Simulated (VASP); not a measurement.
Write the native input for VASP 6.6.1 that does the following.

| Quantity | Value |
| --- | --- |
| Task | single point |
| Functional | PBE |
| Potentials or basis | VASP PAW PBE potentials, release 64 (Zn, S) |
| Cutoff | 520 eV |
| k mesh | 4 × 7 × 3 |
| Occupations | gaussian, width 0.05 eV |
| Spin | no spin polarisation |
| Dipole correction | no |
| Further INCAR settings | LREAL = Auto; ALGO = Normal; EDIFF = 1e-07; NBANDS = 86; ISYM = 0 |

The structure of ZnS lies in POSCAR:

```
ZnS
1.0
   -1.9227464936     -3.3302946170      6.3053333075
    1.9227464936     -3.3302946170      0.0000000000
   11.9110583827      4.6566563523      7.7064250919
Zn S
8 8
Direct
    0.6751684018      1.0130802845      0.1412210291
    0.9445837347      0.5794934503      0.7389793646
    0.4316401795      0.5352180065      0.3404738076
    0.1881119571      1.0573557284      0.5397265861
    0.9722282165      0.2815283861      0.3072650112
    0.2157564389      0.7593906642      0.1080122327
    0.7286999942      0.8036661081      0.5065177897
    0.4851717718      0.3258038300      0.7057705682
    0.9585127885      0.8340919890      0.2158532335
    0.2020410108      0.3119542671      0.0166004550
    0.7149845661      0.3562297110      0.4151060119
    0.4714563437      0.8783674329      0.6143587904
    0.2555726032      0.1025400906      0.3818972155
    0.4991008256      0.5804023687      0.1826444370
    1.0120443808      0.6246778126      0.5811499940
    0.7685161585      0.1468155345      0.7804027725
```

This cell differs from its parent crystal: the distance across one plane changed.

The input as run:

INCAR

```
SYSTEM = ZnS
PREC = Accurate
ENCUT = 520
EDIFF = 1E-7
ISMEAR = 0
SIGMA = 0.05
LREAL = Auto
LASPH = .TRUE.
NELM = 60
ALGO = Normal
ISIF = 2
LWAVE = .FALSE.
LCHARG = .TRUE.
GGA = PE
LELF = .TRUE.
LVHAR = .TRUE.
ISYM = 0
NBANDS = 86
LUSENCCL = .FALSE.
```

KPOINTS

```
regular mesh
0
G
  4 7 3
  0 0 0
```

Potentials or basis: VASP PAW PBE potentials, release 64 (Zn, S).

Launch:

```console
$ cat potpaw_PBE.64/Zn/POTCAR potpaw_PBE.64/S/POTCAR > POTCAR
$ mpirun -np 1 vasp_std > vasp.out
```

It gave:

The pressure is -1.0 GPa. The largest force is 1.446 eV/Å and the band gap on the k mesh is zero (bands 72 and 73 overlap by 0.01 eV).

Caveat: the cell differs from its parent crystal (the distance across one plane changed); semilocal functionals underestimate gaps, and a narrow one can read as zero; forces of over 1 eV/Å act on the atoms, so gaps and moduli don't describe the material at rest.

It took 5.1 min on 1 × NVIDIA H100 80GB with 1 thread of AMD EPYC 7R13 Processor (Zen 3), on a shared host, peak memory 2 GiB.
